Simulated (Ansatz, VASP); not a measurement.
SnSe in VASP and in Ansatz

```
Sn Se
1.0
     0.00000    3.01000    3.01000
     3.01000    0.00000    3.01000
     3.01000    3.01000    0.00000
Sn Se
1 1
Direct
  0.00000 0.00000 0.00000
  0.50000 0.50000 0.50000
```

Alike in both runs: task single point; functional LDA; k mesh 6 × 6 × 6; no spin polarisation.

|  | VASP | Ansatz |
| --- | --- | --- |
| version | VASP 6.6.1 | Ansatz 0.2.0 |
| potentials or method | VASP PAW LDA potentials, release 64 (Sn_d, Se), cutoff 520 eV | plane waves, PAW |
| occupations | gaussian, width 0.01 eV | fixed |
| valence electrons in the cell | 20 | 30 |

VASP gave:

```
gap on the k mesh at the Fermi level (eV) : 0.62
```

Question: Estimate Ansatz's values.

Answer: gap on the k mesh at the Fermi level (eV): 0.60.

LDA's correlation is that of Perdew and Zunger in VASP and of Perdew and Wang (1992) in Ansatz. VASP's potentials hold 20 valence electrons a cell and Ansatz's 30, so a difference there can come from the potentials and not from the codes.
